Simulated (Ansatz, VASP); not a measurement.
**ZnSe: VASP beside Ansatz**

File INCAR:

```
SYSTEM = ZnSe
  ALGO = Normal
  EDIFF = 1E-6
  ENCUT = 500
  GGA = PS
  GGA_COMPAT = .False.
  ISIF = 2
  ISMEAR = 1
  LASPH = .True.
  LCHARG = .False.
  LREAL = .False.
  LWAVE = .False.
  NBANDS = 16
  NELM = 120
  PREC = Accurate
  SIGMA = 0.02
```

Contents of KPOINTS:

```
k-points
0
Gamma
  8 8 8
  0 0 0
```

File POSCAR:

```
ZnSe
1.0
    0.0000000000      2.8753363257      2.8753363257
    2.8753363257      0.0000000000      2.8753363257
    2.8753363257      2.8753363257      0.0000000000
Zn Se
1 1
Direct
    0.0000000000      0.0000000000      0.0000000000
    0.7500000000      0.7500000000      0.7500000000
```

Input for Ansatz:

```yaml
crystal:
  lattice:
    - [0.0, 2.8753363257, 2.8753363257]
    - [2.8753363257, 0.0, 2.8753363257]
    - [2.8753363257, 2.8753363257, 0.0]
  atoms:
    - { symbol: Zn, position: [0.0, 0.0, 0.0] }
    - { symbol: Se, position: [0.75, 0.75, 0.75] }
basis:
  ecutwfc: 420
kpoints:
  mp_grid: { grid: [8, 8, 8] }
hamiltonian:
  xc: pbesol
scf:
  occupations: { method: cold, width: 0.15 }
  convergence: { dr2_threshold: 1.0e-08 }
output:
  forces: true
  eigenvalues: true
  stress: true
```

Alike in both runs: task single point; functional PBEsol; k mesh 8 × 8 × 8; no spin polarisation.

|  | VASP | Ansatz |
| --- | --- | --- |
| version | VASP 6.6.1 | Ansatz 0.2.0 |
| potentials or method | VASP PAW PBE potentials, release 64 (Zn, Se), cutoff 500 eV | scalar-relativistic, plane waves, PAW |
| occupations | methfessel-paxton of order 1, width 0.02 eV | cold, width 0.15 eV |
| valence electrons in the cell | 18 | 28 |

|  | VASP | Ansatz | Ansatz less VASP |
| --- | --- | --- | --- |
| gap on the k mesh at the Fermi level (eV) | 1.00 | 1.00 | -0.001 |
| pressure (GPa) | -3.3 | -3.5 | -0.20 |

VASP's potentials were made for PBE, not for PBEsol. VASP's potentials hold 18 valence electrons a cell and Ansatz's 28, so a difference there can come from the potentials and not from the codes. Ansatz's warnings: stress scf threshold loose.
